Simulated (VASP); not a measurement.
## CdS: relaxation of the atoms with LDA

Crystal: CdS.

```
Cd S
1.0
     0.00000    2.93934    2.93934
     2.93934    0.00000    2.93934
     2.93934    2.93934    0.00000
Cd S
1 1
Direct
  0.00000 0.00000 0.00000
  0.75000 0.75000 0.75000
```

This cell differs from its parent crystal: strained cell.

- Program: VASP 6.6.1
- Task: relaxation of the atoms
- Functional: LDA
- Potentials or basis: VASP PAW LDA potentials, release 64 (Cd, S)
- Cutoff: 520 eV
- k mesh: 8 × 8 × 8
- Occupations: gaussian, width 0.02 eV
- Spin: no spin polarisation
- Dipole correction: no
- Further INCAR settings: ALGO = Normal; EDIFF = 1e-06; IBRION = 2; EDIFFG = -0.002; NSW = 60

```yaml
Pressure_after_relaxing: -3.3 GPa
Band_gap_on_the_k_mesh: 0.84 eV
```

Final structure:
```cif
data_structure
_symmetry_space_group_name_H-M 'P 1'
_symmetry_Int_Tables_number 1
_cell_length_a 4.1569
_cell_length_b 4.1569
_cell_length_c 4.1569
_cell_angle_alpha 60.000
_cell_angle_beta 60.000
_cell_angle_gamma 60.000
_cell_volume 50.79
loop_
_atom_site_label
_atom_site_type_symbol
_atom_site_fract_x
_atom_site_fract_y
_atom_site_fract_z
_atom_site_occupancy
Cd1 Cd 0.00000 0.00000 0.00000 1
S1 S 0.75000 0.75000 0.75000 1
```

Levels at points of the mesh, in eV from the valence-band top:
```tsv
k point	band 6	band 7	band 8	band 9	band 10	band 11	band 12	band 13
(0.00, 0.00, 0.00)	-7.24	0.00	0.00	0.00	0.84	6.36	6.36	6.36
(0.50, 0.00, 0.00)	-6.87	-4.38	-0.74	-0.74	2.75	6.84	6.84	7.15
(0.50, 0.50, 0.00)	-6.81	-3.95	-1.84	-1.84	3.35	4.14	8.86	10.40
```

Run time: 17 s on 1 thread of Intel Xeon 8259CL (shared host), peak memory 0.16 GiB.

Caveat: the cell differs from its parent crystal (strained cell); the relaxation stopped at its first step, so nothing moved.
